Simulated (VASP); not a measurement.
# Li2S: single point with PBE

Li2S:

```
CELL_PARAMETERS angstrom
0.00000 2.84529 2.84529
2.84529 0.00000 2.84529
2.84529 2.84529 0.00000
ATOMIC_POSITIONS crystal
S 0.00000 0.00000 0.00000
Li 0.25000 0.25000 0.25000
Li 0.75000 0.75000 0.75000
```

```yaml
Program: VASP 6.6.1
Task: single point
Functional: PBE
Potentials_or_basis: VASP PAW PBE potentials, release 64 (S, Li_sv)
Cutoff: 750 eV
k_mesh: 6 × 6 × 6
Occupations: gaussian, width 0.001 eV
Spin: no spin polarisation
```

```yaml
Pressure: 0.2 GPa
Band_gap_on_the_k_mesh: 3.39 eV, indirect (least direct gap 4.29 eV)
```

Levels at points of the mesh, in eV from the valence-band top:
| k point | band 4 | band 5 | band 6 | band 7 | band 8 | band 9 |
| --- | --- | --- | --- | --- | --- | --- |
| (0.00, 0.00, 0.00) | 0.00 | 0.00 | 0.00 | 4.29 | 6.23 | 6.23 |
| (0.50, 0.00, 0.00) | -2.89 | -0.51 | -0.51 | 6.12 | 6.58 | 6.58 |
| (0.50, 0.50, 0.00) | -2.17 | -1.43 | -1.43 | 3.39 | 7.09 | 11.12 |

Wall time 9 s on 1 thread of Intel(R) Xeon(R) 6975P-C (Granite Rapids), on a shared host, peak memory 0.19 GiB.

A k mesh can miss the band edges.
